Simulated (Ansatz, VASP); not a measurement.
# In2BAs3: VASP beside Ansatz

```xyz
6
Lattice="-2.7078 2.7078 4.9627 2.7078 -2.7078 4.9627 2.7078 2.7078 -4.9627" Properties=species:S:1:pos:R:3 pbc="T T T"
In    0.0000    2.7078    0.0000
In    2.7078    0.0000    0.0000
B     0.0000    0.0000    4.9627
As    0.0000    0.0000    6.8975
As    0.0000    0.0000    3.0280
As    0.0000    0.0000    0.0000
```

Alike in both runs: functional PBE; k mesh 10 × 10 × 10; occupations gaussian, width 0.1 eV; no spin polarisation.

Ansatz relaxed the structure, and its values are those at the end. VASP's run is a single point on that final structure, the one shown.

|  | VASP | Ansatz |
| --- | --- | --- |
| version | VASP 6.6.1 | Ansatz 0.2.0 |
| potentials or method | VASP PAW PBE potentials, release 64 (In_d, B, As), cutoff 520 eV | scalar-relativistic, plane waves, PAW |
| valence electrons in the cell | 44 | 74 |

|  | VASP | Ansatz | Ansatz less VASP |
| --- | --- | --- | --- |
| gap on the k mesh at the Fermi level (eV) | none | none | - |
| pressure (GPa) | 0.1 | 0.0 | -0.12 |
| rms of the force components (eV/Å) | 0.025 | 0.002 | -0.0229 |

A gap of «none» marks a metal or a gap that the smearing closes. VASP's potentials hold 44 valence electrons a cell and Ansatz's 74, so a difference there can come from the potentials and not from the codes.
